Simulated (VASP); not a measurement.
Here is a VASP 6.6.1 calculation.

POSCAR

```
In
1.0
   -1.6468602161      1.6468602161      2.5062524172
    1.6468602161     -1.6468602161      2.5062524172
    1.6468602161      1.6468602161     -2.5062524172
In
1
Direct
    0.0000000000      0.0000000000      0.0000000000
```

The input INCAR.step1:

```
PREC     = Accurate       # precision mode
ENCUT    = 520            # plane-wave cutoff, eV
ISMEAR   = -1             # smearing method
SIGMA    = 0.05           # smearing width, eV
LREAL    = False          # projectors in reciprocal space
LASPH    = True           # aspherical terms in the spheres
NELM     = 100            # most SCF steps
NBANDS   = 12             # bands
GGA      = PE             # functional
ALGO     = Normal         # electronic algorithm
EDIFF    = 1E-4           # SCF threshold, eV
LWAVE    = True           # write WAVECAR
LCHARG   = False          # write CHGCAR
```

INCAR.step2

```
PREC     = Accurate       # precision mode
ENCUT    = 520            # plane-wave cutoff, eV
EDIFF    = 1E-6           # SCF threshold, eV
ISMEAR   = -1             # smearing method
SIGMA    = 0.05           # smearing width, eV
LREAL    = False          # projectors in reciprocal space
LASPH    = True           # aspherical terms in the spheres
NELM     = 100            # most SCF steps
ALGO     = Normal         # electronic algorithm
ISIF     = 2              # what is computed and relaxed
LWAVE    = False          # write WAVECAR
LCHARG   = False          # write CHGCAR
METAGGA  = R2SCAN         # meta-GGA
LMIXTAU  = True         
NBANDS   = 12             # bands
ISTART   = 1
```

File KPOINTS:

```
Automatic mesh
0
Gamma
  11 11 11
```

Potentials or basis: VASP PAW PBE potentials, release 64 (In_d).

Run with:

```sh
$ cat potpaw_PBE.64/In_d/POTCAR > POTCAR
$ cp INCAR.step1 INCAR
$ mpirun -np 1 vasp_std > vasp.out
$ cp INCAR.step2 INCAR
$ mpirun -np 1 vasp_std > vasp.out
```

Q: Predict the pressure.

A: -1.3 GPa.

Stress tensor (GPa, compression positive):
```
-1.18  0.00  0.00
 0.00 -1.18  0.00
 0.00  0.00 -1.45
```

Caveat: the PAW data sets were made with another functional, which shifts forces and pressure a little.
